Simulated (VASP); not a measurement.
# RbReO3 (Pm-3m) in VASP: a series of runs

The runs below take RbReO3 through single point, with LDA.

Everything below comes from runs of VASP 6.6.1. Logs are shortened: lines on timing, memory, paths and dates and some standing lists are left out, and cuts for length are marked.

## Step 1: The cell of the first run

The structure is cubic, space group Pm-3m (No. 221). The conventional cell has a = 3.984 Å, b = 3.984 Å, c = 3.984 Å, α = 90.00°, β = 90.00°, γ = 90.00°. Rb (site symmetry m-3m) has 12 O at 2.82 Å and 8 Re at 3.45 Å within 3.7 Å. Within 2.6 Å of Re (site symmetry m-3m) lie 6 O at 1.99 Å. Within 2.6 Å of O (site symmetry 4/mmm) lie 2 Re at 1.99 Å.

## Step 2: Single point, LDA

Contents of INCAR:

```
SYSTEM = RbReO3
ALGO = Normal ; EDIFF = 1E-6
ENCUT = 600 ; GGA = CA
GGA_COMPAT = .False. ; ISIF = 2
ISMEAR = 0 ; LASPH = .True.
LCHARG = .True. ; LELF = .True.
LREAL = .False. ; LVHAR = .True.
LWAVE = .False. ; NBANDS = 25
NELM = 120 ; PREC = Accurate
SIGMA = 0.15
```

Contents of KPOINTS:

```
k-points
0
Gamma
  2 2 2
  0 0 0
```

Contents of POSCAR:

```
RbReO3
1.0
    3.9840620000      0.0000000000      0.0000000000
    0.0000000000      3.9840620000      0.0000000000
    0.0000000000      0.0000000000      3.9840620000
Rb Re O
1 1 3
Direct
    0.0000000000      0.0000000000      0.0000000000
    0.5000000000      0.5000000000      0.5000000000
    0.5000000000      0.5000000000      0.0000000000
    0.5000000000      0.0000000000      0.5000000000
    0.0000000000      0.5000000000      0.5000000000
```

Potentials or basis: VASP PAW LDA potentials, release 64 (Rb_sv, Re, O).

Started as:

```bash
> cat potpaw_LDA.64/Rb_sv/POTCAR potpaw_LDA.64/Re/POTCAR potpaw_LDA.64/O/POTCAR > POTCAR
> mpirun -np 1 vasp_std > vasp.out
```

OUTCAR:

```text
SYSTEM = RbReO3
   EDIFF = 1E-6
   ENCUT = 600
   GGA = CA
   ISIF = 2
   ISMEAR = 0
   LASPH = .True.
   LREAL = .False.
   NELM = 120
   PREC = Accurate

 ion  position               nearest neighbor table
   1  0.000  0.000  0.000-   3 2.82   4 2.82   5 2.82   4 2.82   5 2.82   3 2.82   5 2.82   5 2.82
                             3 2.82   4 2.82   4 2.82   3 2.82   2 3.45   2 3.45   2 3.45   2 3.45
   2  0.500  0.500  0.500-   3 1.99   4 1.99   5 1.99   3 1.99   4 1.99   5 1.99   1 3.45   1 3.45
                             1 3.45   1 3.45   1 3.45   1 3.45   1 3.45   1 3.45
   3  0.500  0.500  0.000-   2 1.99   2 1.99   1 2.82   1 2.82   1 2.82   1 2.82
   4  0.500  0.000  0.500-   2 1.99   2 1.99   1 2.82   1 2.82   1 2.82   1 2.82
   5  0.000  0.500  0.500-   2 1.99   2 1.99   1 2.82   1 2.82   1 2.82   1 2.82

  LATTYP: Found a simple cubic cell.
 ALAT       =     3.9840620000

  Lattice vectors:

 A1 = (   3.9840620000,   0.0000000000,   0.0000000000)
 A2 = (   0.0000000000,   3.9840620000,   0.0000000000)
 A3 = (   0.0000000000,   0.0000000000,   3.9840620000)

Analysis of symmetry for initial positions (statically):
=====================================================================
 Subroutine PRICEL returns:
 Original cell was already a primitive cell.

 Routine SETGRP: Setting up the symmetry group for a
 simple cubic supercell.

 Subroutine GETGRP returns: Found 48 space group operations
 (whereof 48 operations were pure point group operations)
 out of a pool of 48 trial point group operations.

The static configuration has the point symmetry O_h .

Analysis of symmetry for dynamics (positions and initial velocities):
=====================================================================
 Subroutine PRICEL returns:
 Original cell was already a primitive cell.

 Routine SETGRP: Setting up the symmetry group for a
 simple cubic supercell.

 Subroutine GETGRP returns: Found 48 space group operations
 (whereof 48 operations were pure point group operations)
 out of a pool of 48 trial point group operations.

The dynamic configuration has the point symmetry O_h .

 Subroutine INISYM returns: Found 48 space group operations
 (whereof 48 operations are pure point group operations),
 and found     1 'primitive' translations

----------------------------------------------------------------------------------------

                                     Primitive cell

  volume of cell :      63.2380

  direct lattice vectors                    reciprocal lattice vectors
     3.984062000  0.000000000  0.000000000     0.251000110  0.000000000  0.000000000
     0.000000000  3.984062000  0.000000000     0.000000000  0.251000110  0.000000000
     0.000000000  0.000000000  3.984062000     0.000000000  0.000000000  0.251000110

  length of vectors
     3.984062000  3.984062000  3.984062000     0.251000110  0.251000110  0.251000110

  position of ions in fractional coordinates (direct lattice)
     0.000000000  0.000000000  0.000000000
     0.500000000  0.500000000  0.500000000
     0.500000000  0.500000000  0.000000000
     0.500000000  0.000000000  0.500000000
     0.000000000  0.500000000  0.500000000

  ion indices of the primitive-cell ions
   primitive index   ion index
                 1           1
                 2           2
                 3           3
                 4           4
                 5           5

----------------------------------------------------------------------------------------

 KPOINTS: k-points

Automatic generation of k-mesh.
 Grid dimensions read from file:
 generate k-points for:    2    2    2

 Generating k-lattice:

  Cartesian coordinates                     Fractional coordinates (reciprocal lattice)
     0.125500055  0.000000000  0.000000000     0.500000000  0.000000000  0.000000000
     0.000000000  0.125500055  0.000000000     0.000000000  0.500000000  0.000000000
     0.000000000  0.000000000  0.125500055     0.000000000  0.000000000  0.500000000

  Length of vectors
     0.125500055  0.125500055  0.125500055

  Shift w.r.t. Gamma in fractional coordinates (k-lattice)
     0.000000000  0.000000000  0.000000000

 Subroutine IBZKPT returns following result:
 ===========================================

 Found      4 irreducible k-points:

 Following reciprocal coordinates:
            Coordinates               Weight
  0.000000  0.000000  0.000000      1.000000
  0.500000  0.000000  0.000000      3.000000
  0.500000  0.500000  0.000000      3.000000
  0.500000  0.500000  0.500000      1.000000
   k-points           NKPTS =      4   k-points in BZ     NKDIM =      4   number of bands    NBANDS=     25
   number of dos      NEDOS =    301   number of ions     NIONS =      5
   total plane-waves  NPLWV =  32768
   dimension x,y,z NGX =    32 NGY =   32 NGZ =   32
   dimension x,y,z NGXF=    64 NGYF=   64 NGZF=   64
   ions per type =               1   1   3
   NGX,Y,Z   is equivalent  to a cutoff of  13.35, 13.35, 13.35 a.u.
   NGXF,Y,Z  is equivalent  to a cutoff of  26.71, 26.71, 26.71 a.u.
 SYSTEM =  RbReO3
   PREC   = accura    normal or accurate (medium, high low for compatibility)
   ISTART =      0    job   : 0-new  1-cont  2-samecut
   ICHARG =      2    charge: 1-file 2-atom 10-const
   ISPIN  =      1    spin polarized calculation?
   LNONCOLLINEAR =      F non collinear calculations
   LSORBIT =      F    spin-orbit coupling
   LASPH  =      T    aspherical Exc in radial PAW
   ENCUT  =  600.0 eV  44.10 Ry    6.64 a.u.   7.96  7.96  7.96*2*pi/ulx,y,z
   NELM   =    120;   NELMIN=  2; NELMDL= -5     # of ELM steps
   EDIFF  = 0.1E-05   stopping-criterion for ELM
   LREAL  =      F    real-space projection
   EDIFFG = 0.1E-04   stopping-criterion for IOM
   NSW    =      0    number of steps for IOM
   IBRION =     -1    ionic relax: 0-MD 1-quasi-New 2-CG
   NFREE  =      0    steps in history (QN), initial steepest desc. (CG)
   ISIF   =      2    stress and relaxation
   ISYM   =      2    0-nonsym 1-usesym 2-fastsym
   POTIM  = 0.5000    time-step for ionic-motion
   TEBEG  =    0.0;   TEEND  =   0.0 temperature during run
   PSTRESS=    0.0 pullay stress
   NELECT =      34.0000    total number of electrons
   NUPDOWN=      -1.0000    fix difference up-down
   EMIN   =  10.00;   EMAX   =-10.00  energy-range for DOS
   EFERMI =   0.00;   METHOD = LEGACY
   ISMEAR =     0;   SIGMA  =   0.15  broadening in eV -4-tet -1-fermi 0-gaus
   EFERMI_NEDOS =   21; number of points for ismear=-14 and -15
   IALGO  =     38    algorithm
   IMIX   =      4    mixing-type and parameters
     AMIX     =   0.40;   BMIX     =  1.00
     AMIX_MAG =   1.60;   BMIX_MAG =  1.00
  volume/ion in A,a.u.               =      12.65        85.35
  Fermi-wavevector in a.u.,A,eV,Ry     =   1.331195  2.515594 24.110618  1.772080
  Thomas-Fermi vector in A             =   2.460225
   LORBIT       =      0    0 simple, 1 ext, 2 COOP (PROOUT), +10 PAW based schemes
   GGA     = CA    functional components
   LHFCALC =     F    Hartree Fock is set to
   AEXX    =    0.0000 exact exchange contribution
   IVDW    =     0    specifies the selected vdW correction
   LEPSILON=     F    determine dielectric tensor
   LRPA    =     F    only Hartree local field effects (RPA)
 non-spin polarized calculation
 Gauss-broadening in eV      SIGMA  =   0.15
  energy-cutoff  :      600.00
  volume of cell :       63.24
 maximum number of plane-waves:      2176
 NGX is ok and might be reduce to    32
   NGX = 15   NGY = 15   NGZ = 15

 number of electron      33.9999993 magnetization

 Free energy of the ion-electron system (eV)
  ---------------------------------------------------
  ext. energy  EPLUGINS =         0.00000000
  ---------------------------------------------------
  free energy    TOTEN  =       -40.30739556 eV

  energy without entropy =      -40.22789826  energy(sigma->0) =      -40.26764691

 E-fermi :   4.6027     XC(G=0): -11.7087

 val. band max:        1.7882581835   @ k =   0.5000   0.5000   0.5000
 cond. band min:       4.7041382512   @ k =   0.5000   0.5000   0.0000
 fundamental gap:      2.9158800676
 Fermi energy:         4.6026849673

 k-point     1 :       0.0000    0.0000    0.0000
  band No.  band energies     occupation
      1     -21.4017      2.00000
      2     -15.4994      2.00000
      3     -14.7893      2.00000
      4     -14.7893      2.00000
      5      -5.8191      2.00000
      6      -5.8191      2.00000
[... 17 lines left out ...]
     24       9.6674      0.00000
     25      13.6648      0.00000

 k-point     2 :       0.5000    0.0000    0.0000
  band No.  band energies     occupation
      1     -21.3006      2.00000
      2     -15.5137      2.00000
      3     -14.7628      2.00000
      4     -14.1361      2.00000
      5      -5.6777      2.00000
      6      -5.6777      2.00000
[... 17 lines left out ...]
     24      12.9608      0.00000
     25      13.5551      0.00000

 k-point     3 :       0.5000    0.5000    0.0000
  band No.  band energies     occupation
      1     -21.2428      2.00000
      2     -15.0855      2.00000
      3     -14.2489      2.00000
      4     -14.2489      2.00000
      5      -5.8657      2.00000
      6      -5.8657      2.00000
[... 17 lines left out ...]
     24      14.6267      0.00000
     25      14.7512      0.00000

 k-point     4 :       0.5000    0.5000    0.5000
  band No.  band energies     occupation
      1     -21.1980      2.00000
      2     -14.1588      2.00000
      3     -14.1588      2.00000
      4     -14.1588      2.00000
      5      -6.6573      2.00000
      6      -6.6573      2.00000
[... 17 lines left out ...]
     24      11.4046      0.00000
     25      14.0169      0.00000

------------------------ aborting loop because EDIFF is reached ----------------------------------------

  FORCE on cell =-STRESS in cart. coord.  units (eV):
  Direction    XX          YY          ZZ          XY          YZ          ZX
  --------------------------------------------------------------------------------------
  -------------------------------------------------------------------------------------
  Total       -5.3026535     -5.3026535     -5.3026535      0.0000000      0.0000000     -0.0000000
  in kB     -134.3462563   -134.3462563   -134.3462563      0.0000000      0.0000000     -0.0000000
  external PRESSURE =    -134.3462563 kB  Pullay stress =       0.0000000 kB

 VOLUME and BASIS-vectors are now :
 -----------------------------------------------------------------------------
  energy-cutoff  :      600.00
  volume of cell :       63.24
      direct lattice vectors                 reciprocal lattice vectors
     3.984062000  0.000000000  0.000000000     0.251000110  0.000000000  0.000000000
     0.000000000  3.984062000  0.000000000     0.000000000  0.251000110  0.000000000
     0.000000000  0.000000000  3.984062000     0.000000000  0.000000000  0.251000110

 POSITION                                       TOTAL-FORCE (eV/Angst)
 -----------------------------------------------------------------------------------
      0.00000      0.00000      0.00000         0.000000      0.000000      0.000000
      1.99203      1.99203      1.99203         0.000000      0.000000      0.000000
      1.99203      1.99203      0.00000         0.000000      0.000000      0.000000
      1.99203      0.00000      1.99203         0.000000      0.000000      0.000000
      0.00000      1.99203      1.99203         0.000000      0.000000      0.000000
 -----------------------------------------------------------------------------------
    total drift:                                0.000000     -0.000000     -0.000000

  FREE ENERGIE OF THE ION-ELECTRON SYSTEM (eV)
  ---------------------------------------------------
  free  energy   TOTEN  =       -40.3073955558 eV

  energy  without entropy=      -40.2278982553  energy(sigma->0) =      -40.26764691
```

It took 12 s on 1 thread of AMD EPYC 7R43 (Zen 3), shared host; peak memory 0.12 GiB.

The run converged, but its numbers aren't listed here, since they failed a check.

Caveat: the k points lie up to 0.79 Å⁻¹ apart, too coarse for converged energies and pressures of a metal; spin-orbit coupling is left out, which moves the levels of the heavy elements.

## Step 3: Single point, LDA

Contents of INCAR:

```
SYSTEM = RbReO3
ALGO = Normal
EDIFF = 1E-6
ENCUT = 600
GGA = CA
GGA_COMPAT = .False.
ISIF = 2
ISMEAR = 0
LASPH = .True.
LCHARG = .False.
LREAL = .False.
LWAVE = .False.
NBANDS = 25
NELM = 120
PREC = Accurate
SIGMA = 0.15
```

Contents of KPOINTS:

```
k-points
0
Gamma
  3 3 3
  0 0 0
```

POSCAR is that of step 2.

Potentials or basis: VASP PAW LDA potentials, release 64 (Rb_sv, Re, O).

Started as:

```bash
> cat potpaw_LDA.64/Rb_sv/POTCAR potpaw_LDA.64/Re/POTCAR potpaw_LDA.64/O/POTCAR > POTCAR
> mpirun -np 1 vasp_std > vasp.out
```

It took 12 s on 1 thread of AMD EPYC 7R43 (Zen 3), shared host; peak memory 0.12 GiB.

It converged, with:

```yaml
Free_energy: -40.0403 eV
Pressure: -10.5 GPa
Band_gap_on_the_k_mesh: zero (bands 17 and 18 overlap by 3.29 eV)
```

Levels at points of the mesh, in eV from the Fermi level:
| k point | band 15 | band 16 | band 17 | band 18 | band 19 | band 20 |
| --- | --- | --- | --- | --- | --- | --- |
| (0.00, 0.00, 0.00) | -2.91 | -2.91 | -2.45 | -2.45 | -2.45 | 1.19 |

Caveat: the k points lie up to 0.53 Å⁻¹ apart, too coarse for converged energies and pressures of a metal; spin-orbit coupling is left out, which moves the levels of the heavy elements.

## Step 4: Single point, LDA

Contents of INCAR:

```
PREC = Accurate ; ENCUT = 600
EDIFF = 1E-6 ; ISMEAR = 0
SIGMA = 0.15 ; LREAL = F
LASPH = T ; NELM = 120
ALGO = Normal ; ISIF = 2
LWAVE = F ; LCHARG = F
NBANDS = 25 ; GGA_COMPAT = F
```

Contents of KPOINTS:

```
Automatic mesh
0
Gamma
  4 4 4
```

POSCAR is that of step 3.

Started as:

```bash
> cat potpaw_LDA.64/Rb_sv/POTCAR potpaw_LDA.64/Re/POTCAR potpaw_LDA.64/O/POTCAR > POTCAR
> mpirun -np 1 vasp_std > vasp.out
```

Run time: 28 s. Hardware: 1 thread of AMD EPYC 7R43 (Zen 3), shared host; peak memory 0.12 GiB.

The run converged. Its results:

| Quantity | Value |
| --- | --- |
| Free energy | -40.4195 eV |
| Pressure | -12.1 GPa |
| Band gap on the k mesh | zero (bands 17 and 18 overlap by 4.11 eV) |

Levels at points of the mesh, in eV from the Fermi level:
```tsv
k point	band 13	band 14	band 15	band 16	band 17	band 18	band 19	band 20
(0.00, 0.00, 0.00)	-3.39	-2.82	-2.82	-2.82	-2.32	-2.32	-2.32	1.32
(0.50, 0.00, 0.00)	-4.35	-3.90	-3.32	-3.32	-2.23	0.70	0.70	1.33
(0.50, 0.50, 0.00)	-4.65	-3.29	-3.29	-2.37	0.70	0.70	1.58	2.46
(0.50, 0.50, 0.50)	-5.60	-2.33	-2.33	-2.33	1.79	1.79	1.79	6.59
```

Caveat: the k points lie up to 0.39 Å⁻¹ apart, too coarse for converged energies and pressures of a metal; spin-orbit coupling is left out, which moves the levels of the heavy elements.

(Continued in part 2 of 2.)
